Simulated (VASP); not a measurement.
# BaTiO3 (R3m) in VASP: single point with r2SCAN

Aim: the single point of BaTiO3 with r2SCAN.

Program: VASP 6.6.1. These are calculated values, not measurements. Logs are shortened: lines on timing, memory, paths and dates and some standing lists are left out, and cuts for length are marked.

## (1) The cell of the first run

It takes space group R3m (No. 160, trigonal). The conventional cell has a = 5.729 Å, b = 5.729 Å, c = 7.046 Å, α = 90.00°, β = 90.00°, γ = 120.00°. Within 3.7 Å of Ba (site symmetry 3m) lie 12 O at 2.81 to 2.94 Å and 8 Ti at 3.44 to 3.61 Å. Within 2.5 Å of Ti (site symmetry 3m) lie 6 O at 1.90 to 2.16 Å. O (site symmetry m) has 2 Ti at 1.90 to 2.16 Å within 2.5 Å. Within 2.5 Å of O (site symmetry m) lie 2 Ti at 1.90 to 2.16 Å.

## (2) Single point, r2SCAN

POSCAR

```
BaTiO3
1.0
    4.0566109000      0.0000000000      0.0000000000
    0.0113280300      4.0565906400      0.0000000000
    0.0226560600      0.0225952700      8.1131610100
Ba Ti O
2 2 6
Direct
    0.0000000000      0.0000000000      0.0000000000
    0.0000000000      0.0000000000      0.5000000000
    0.4880000000      0.4880000000      0.2440000000
    0.4880000000      0.4880000000      0.7440000000
    0.5116000000      0.5116000000      0.0097500000
    0.5116000000      0.5116000000      0.5097500000
    0.0195000000      0.5116000000      0.2558000000
    0.0195000000      0.5116000000      0.7558000000
    0.5116000000      0.0195000000      0.2558000000
    0.5116000000      0.0195000000      0.7558000000
```

INCAR.step1

```
  ALGO = Normal
  EDIFF = 1E-4
  ENCUT = 520
  GGA = PE
  ISMEAR = -1
  LASPH = True
  LCHARG = False
  LREAL = False
  LWAVE = True
  NBANDS = 51
  NELM = 60
  PREC = Accurate
  SIGMA = 0.1
```

INCAR.step2

```
  ALGO = Normal
  EDIFF = 1E-6
  ENCUT = 520
  ISIF = 2
  ISMEAR = -1
  ISTART = 1
  LASPH = True
  LCHARG = False
  LMIXTAU = True
  LREAL = False
  LWAVE = False
  METAGGA = R2SCAN
  NBANDS = 51
  NELM = 60
  PREC = Accurate
  SIGMA = 0.1
```

KPOINTS

```
k-points
0
Gamma
  5 5 3
```

Potentials or basis: VASP PAW PBE potentials, release 64 (Ba_sv, Ti_sv, O).

Started as:

```console
$ cat potpaw_PBE.64/Ba_sv/POTCAR potpaw_PBE.64/Ti_sv/POTCAR potpaw_PBE.64/O/POTCAR > POTCAR
$ cp INCAR.step1 INCAR
$ mpirun -np 1 vasp_std > vasp.out
$ cp INCAR.step2 INCAR
$ mpirun -np 1 vasp_std > vasp.out
```

OUTCAR:

```text
EDIFF = 1E-6
   ENCUT = 520
   ISIF = 2
   ISMEAR = -1
   ISTART = 1
   LASPH = True
   LREAL = False
   METAGGA = R2SCAN
   NELM = 60
   PREC = Accurate

 ion  position               nearest neighbor table
   1  0.000  0.000  0.000-   5 2.81   8 2.81  10 2.81   8 2.87   5 2.87   5 2.87   7 2.87  10 2.87
                             9 2.87   5 2.94   7 2.94   9 2.94   3 3.44   3 3.48   4 3.48   3 3.48
   2  0.000  0.000  0.500-   6 2.81   7 2.81   9 2.81   7 2.87   6 2.87   6 2.87   8 2.87   9 2.87
                            10 2.87   6 2.94   8 2.94  10 2.94   4 3.44   4 3.48   3 3.48   4 3.48
   3  0.488  0.488  0.244-   9 1.90   7 1.90   5 1.90   9 2.16   7 2.16   6 2.16   1 3.44   1 3.48
                             2 3.48   1 3.48   1 3.54   2 3.54   2 3.54   2 3.61
   4  0.488  0.488  0.744-  10 1.90   8 1.90   6 1.90  10 2.16   8 2.16   5 2.16   2 3.44   2 3.48
                             1 3.48   2 3.48   2 3.54   1 3.54   1 3.54   1 3.61
   5  0.512  0.512  0.010-   3 1.90   4 2.16   1 2.81   1 2.87   1 2.87   1 2.94
   6  0.512  0.512  0.510-   4 1.90   3 2.16   2 2.81   2 2.87   2 2.87   2 2.94
   7  0.020  0.512  0.256-   3 1.90   3 2.16   2 2.81   2 2.87   1 2.87   1 2.94
   8  0.020  0.512  0.756-   4 1.90   4 2.16   1 2.81   1 2.87   2 2.87   2 2.94
   9  0.512  0.020  0.256-   3 1.90   3 2.16   2 2.81   2 2.87   1 2.87   1 2.94
  10  0.512  0.020  0.756-   4 1.90   4 2.16   1 2.81   1 2.87   2 2.87   2 2.94

  LATTYP: Found a base centered monoclinic cell.
 ALAT       =     5.7449155571
 B/A-ratio  =     0.9972113989
 C/A-ratio  =     1.4122442753
 COS(beta)  =    -0.0039438762

  Lattice vectors:

 A1 = (  -4.0566109000,   0.0000000000,   0.0000000000)
 A2 = (  -0.0113280300,  -4.0565906400,   0.0000000000)
 A3 = (   0.0226560600,   0.0225952700,   8.1131610100)

Analysis of symmetry for initial positions (statically):
=====================================================================
 Subroutine PRICEL returns following result:

  LATTYP: Found a trigonal (rhomboedric) cell.
 ALAT       =     4.0566120537
 COS(alpha) =     0.0027924854

  Lattice vectors:

 A1 = (   4.0566109000,   0.0000000000,   0.0000000000)
 A2 = (   0.0113280300,   4.0565906400,   0.0000000000)
 A3 = (   0.0113280300,   0.0112976350,   4.0565805050)

   2 primitive cells build up your supercell.

 Routine SETGRP: Setting up the symmetry group for a
 base centered monoclinic supercell.

 Subroutine GETGRP returns: Found  2 space group operations
 (whereof  2 operations were pure point group operations)
 out of a pool of  4 trial point group operations.

The static configuration has the point symmetry C_1h.

Analysis of symmetry for dynamics (positions and initial velocities):
=====================================================================
 Subroutine PRICEL returns following result:

  LATTYP: Found a trigonal (rhomboedric) cell.
 ALAT       =     4.0566120537
 COS(alpha) =     0.0027924854

  Lattice vectors:

 A1 = (   4.0566109000,   0.0000000000,   0.0000000000)
 A2 = (   0.0113280300,   4.0565906400,   0.0000000000)
 A3 = (   0.0113280300,   0.0112976350,   4.0565805050)

   2 primitive cells build up your supercell.

 Routine SETGRP: Setting up the symmetry group for a
 base centered monoclinic supercell.

 Subroutine GETGRP returns: Found  2 space group operations
 (whereof  2 operations were pure point group operations)
 out of a pool of  4 trial point group operations.

The dynamic configuration has the point symmetry C_1h.

 Subroutine INISYM returns: Found  2 space group operations
 (whereof  2 operations are pure point group operations),
 and found     2 'primitive' translations

----------------------------------------------------------------------------------------

                                     Primitive cell

  volume of cell :      66.7551

  direct lattice vectors                    reciprocal lattice vectors
     4.056610900  0.000000000  0.000000000     0.246511195 -0.000688383 -0.000686467
     0.011328030  4.056590640  0.000000000     0.000000000  0.246512426 -0.000686541
     0.011328030  0.011297635  4.056580505     0.000000000  0.000000000  0.246513042

  length of vectors
     4.056610900  4.056606457  4.056612054     0.246513112  0.246513382  0.246513042

  position of ions in fractional coordinates (direct lattice)
     0.000000000  0.000000000  0.000000000
     0.488000000  0.488000000  0.488000000
     0.511600000  0.511600000  0.019500000
     0.019500000  0.511600000  0.511600000
     0.511600000  0.019500000  0.511600000

  ion indices of the primitive-cell ions
   primitive index   ion index
                 1           1
                 2           3
                 3           5
                 4           8
                 5          10

----------------------------------------------------------------------------------------

 KPOINTS: k-points

Automatic generation of k-mesh.
 Grid dimensions read from file:
 generate k-points for:    5    5    3

 Generating k-lattice:

  Cartesian coordinates                     Fractional coordinates (reciprocal lattice)
     0.049302239 -0.000137677 -0.000137293     0.200000000 -0.000000000  0.000000000
     0.000000000  0.049302485 -0.000137308     0.000000000  0.200000000  0.000000000
     0.000000000  0.000000000  0.041085507     0.000000000  0.000000000  0.333333333

  Length of vectors
     0.049302622  0.049302676  0.041085507

  Shift w.r.t. Gamma in fractional coordinates (k-lattice)
     0.000000000  0.000000000  0.000000000

 Subroutine IBZKPT returns following result:
 ===========================================

 Found     24 irreducible k-points:

 Following reciprocal coordinates:
            Coordinates               Weight
  0.000000  0.000000  0.000000      1.000000
  0.200000  0.000000  0.000000      4.000000
  0.400000  0.000000  0.000000      4.000000
  0.200000  0.200000  0.000000      2.000000
  0.400000  0.200000  0.000000      4.000000
 -0.400000  0.200000 -0.000000      4.000000
[... 16 lines left out ...]
 -0.200000 -0.400000  0.333333      4.000000
 -0.200000 -0.200000  0.333333      2.000000
   k-points           NKPTS =     24   k-points in BZ     NKDIM =     24   number of bands    NBANDS=     51
   number of dos      NEDOS =    301   number of ions     NIONS =     10
   total plane-waves  NPLWV =  54000
   dimension x,y,z NGX =    30 NGY =   30 NGZ =   60
   dimension x,y,z NGXF=    60 NGYF=   60 NGZF=  120
   ions per type =               2   2   6
   NGX,Y,Z   is equivalent  to a cutoff of  12.29, 12.29, 12.29 a.u.
   NGXF,Y,Z  is equivalent  to a cutoff of  24.59, 24.59, 24.59 a.u.
 SYSTEM =  unknown system
   PREC   = accura    normal or accurate (medium, high low for compatibility)
   ISTART =      1    job   : 0-new  1-cont  2-samecut
   ICHARG =      0    charge: 1-file 2-atom 10-const
   ISPIN  =      1    spin polarized calculation?
   LNONCOLLINEAR =      F non collinear calculations
   LSORBIT =      F    spin-orbit coupling
   LASPH  =      T    aspherical Exc in radial PAW
   ENCUT  =  520.0 eV  38.22 Ry    6.18 a.u.   7.54  7.54 15.09*2*pi/ulx,y,z
   NELM   =     60;   NELMIN=  2; NELMDL=  0     # of ELM steps
   EDIFF  = 0.1E-05   stopping-criterion for ELM
   LREAL  =      F    real-space projection
   EDIFFG = 0.1E-04   stopping-criterion for IOM
   NSW    =      0    number of steps for IOM
   IBRION =     -1    ionic relax: 0-MD 1-quasi-New 2-CG
   NFREE  =      0    steps in history (QN), initial steepest desc. (CG)
   ISIF   =      2    stress and relaxation
   ISYM   =      2    0-nonsym 1-usesym 2-fastsym
   POTIM  = 0.5000    time-step for ionic-motion
   TEBEG  =    0.0;   TEEND  =   0.0 temperature during run
   PSTRESS=    0.0 pullay stress
   NELECT =      80.0000    total number of electrons
   NUPDOWN=      -1.0000    fix difference up-down
   EMIN   =  10.00;   EMAX   =-10.00  energy-range for DOS
   EFERMI =   0.00;   METHOD = LEGACY
   ISMEAR =    -1;   SIGMA  =   0.10  broadening in eV -4-tet -1-fermi 0-gaus
   EFERMI_NEDOS =   21; number of points for ismear=-14 and -15
   IALGO  =     38    algorithm
   IMIX   =      4    mixing-type and parameters
     AMIX     =   0.40;   BMIX     =  1.00
     AMIX_MAG =   1.60;   BMIX_MAG =  1.00
  volume/ion in A,a.u.               =      13.35        90.10
  Fermi-wavevector in a.u.,A,eV,Ry     =   1.380172  2.608147 25.917403  1.904875
  Thomas-Fermi vector in A             =   2.505074
   LORBIT       =      0    0 simple, 1 ext, 2 COOP (PROOUT), +10 PAW based schemes
   METAGGA = R2SCAN    functional components
   LHFCALC =     F    Hartree Fock is set to
   AEXX    =    0.0000 exact exchange contribution
   IVDW    =     0    specifies the selected vdW correction
   LEPSILON=     F    determine dielectric tensor
   LRPA    =     F    only Hartree local field effects (RPA)
 non-spin polarized calculation
  energy-cutoff  :      520.00
  volume of cell :      133.51
 maximum number of plane-waves:      3617
 NGX is ok and might be reduce to    30
   NGX = 15   NGY = 15   NGZ = 31

 number of electron      79.9999996 magnetization

 Free energy of the ion-electron system (eV)
  ---------------------------------------------------
  ext. energy  EPLUGINS =         0.00000000
  ---------------------------------------------------
  free energy    TOTEN  =      -148.52232059 eV

  energy without entropy =     -148.52231888  energy(sigma->0) =     -148.52231973

 E-fermi :   4.4955     XC(G=0): -11.6747

 val. band max:        3.1020373169   @ k =   0.4000   0.4000   0.0000
 cond. band min:       5.7936169991   @ k =   0.0000   0.0000   0.0000
 fundamental gap:      2.6915796823
 Fermi energy:         4.4955218259

 k-point     1 :       0.0000    0.0000    0.0000
  band No.  band energies     occupation
      1     -55.5508      2.00000
      2     -55.5499      2.00000
      3     -30.7722      2.00000
      4     -30.7271      2.00000
      5     -30.7239      2.00000
      6     -30.7228      2.00000
[... 43 lines left out ...]
     50       8.7489      0.00000
     51       8.7489      0.00000
[... 1240 lines left out ...]
     50       9.6780      0.00000
     51      10.3226      0.00000

------------------------ aborting loop because EDIFF is reached ----------------------------------------

  FORCE on cell =-STRESS in cart. coord.  units (eV):
  Direction    XX          YY          ZZ          XY          YZ          ZX
  --------------------------------------------------------------------------------------
  -------------------------------------------------------------------------------------
  Total       -2.6345671     -2.6349431     -2.6351091      0.0683755      0.0682961      0.0685142
  in kB      -31.6158754    -31.6203883    -31.6223802      0.8205337      0.8195804      0.8221982
  external PRESSURE =     -31.6195479 kB  Pullay stress =       0.0000000 kB

 VOLUME and BASIS-vectors are now :
 -----------------------------------------------------------------------------
  energy-cutoff  :      520.00
  volume of cell :      133.51
      direct lattice vectors                 reciprocal lattice vectors
     4.056610900  0.000000000  0.000000000     0.246511195 -0.000688383 -0.000686467
     0.011328030  4.056590640  0.000000000     0.000000000  0.246512426 -0.000686541
     0.022656060  0.022595270  8.113161010     0.000000000  0.000000000  0.123256521

 POSITION                                       TOTAL-FORCE (eV/Angst)
 -----------------------------------------------------------------------------------
      0.00000      0.00000      0.00000         0.001432      0.001428      0.001284
      0.01133      0.01130      4.05658         0.001432      0.001428      0.001284
      1.99068      1.98513      1.97961        -0.152447     -0.152021     -0.154937
      2.00201      1.99643      6.03619        -0.152447     -0.152021     -0.154937
      2.08138      2.07557      0.07910        -0.025932     -0.025860      0.201787
      2.09271      2.08687      4.13568        -0.025932     -0.025860      0.201787
      0.09069      2.08113      2.07535         0.200647     -0.024261     -0.024067
      0.10202      2.09243      6.13193         0.200647     -0.024261     -0.024067
      2.08138      0.08488      2.07535        -0.023701      0.200714     -0.024067
      2.09271      0.09618      6.13193        -0.023701      0.200714     -0.024067
 -----------------------------------------------------------------------------------
    total drift:                                0.000662      0.000503      0.000557

  FREE ENERGIE OF THE ION-ELECTRON SYSTEM (eV)
  ---------------------------------------------------
  free  energy   TOTEN  =      -148.5223205907 eV

  energy  without entropy=     -148.5223188778  energy(sigma->0) =     -148.52231973
```

It took 13 min on 1 thread of Intel Xeon Platinum 8259CL at 2.50GHz (Skylake/Cascade Lake), shared host; peak memory 0.32 GiB.

Results:

```yaml
Free_energy: -148.5223 eV
Pressure: -3.2 GPa
Largest_force: 0.265 eV/Å
Band_gap_on_the_k_mesh: 2.69 eV
```

Forces on the atoms (eV/Å):
```
Ba   0.001  0.001  0.001
Ba   0.001  0.001  0.001
Ti  -0.152 -0.152 -0.155
Ti  -0.152 -0.152 -0.155
O   -0.026 -0.026  0.202
O   -0.026 -0.026  0.202
O    0.201 -0.024 -0.024
O    0.201 -0.024 -0.024
O   -0.024  0.201 -0.024
O   -0.024  0.201 -0.024
```

Levels at points of the mesh, in eV from the valence-band top:
```csv
k point,band 36,band 37,band 38,band 39,band 40,band 41,band 42,band 43,band 44,band 45
"(0.00, 0.00, 0.00)",-0.89,-0.79,-0.45,-0.35,-0.35,2.69,2.69,2.81,2.84,3.99
```

Caveat: the PAW data sets were made with another functional, which shifts forces and pressure a little; spin-orbit coupling is left out, which moves the levels of the heavy elements. r2SCAN opens gaps a little over a GGA but as a rule still falls short of measured ones.
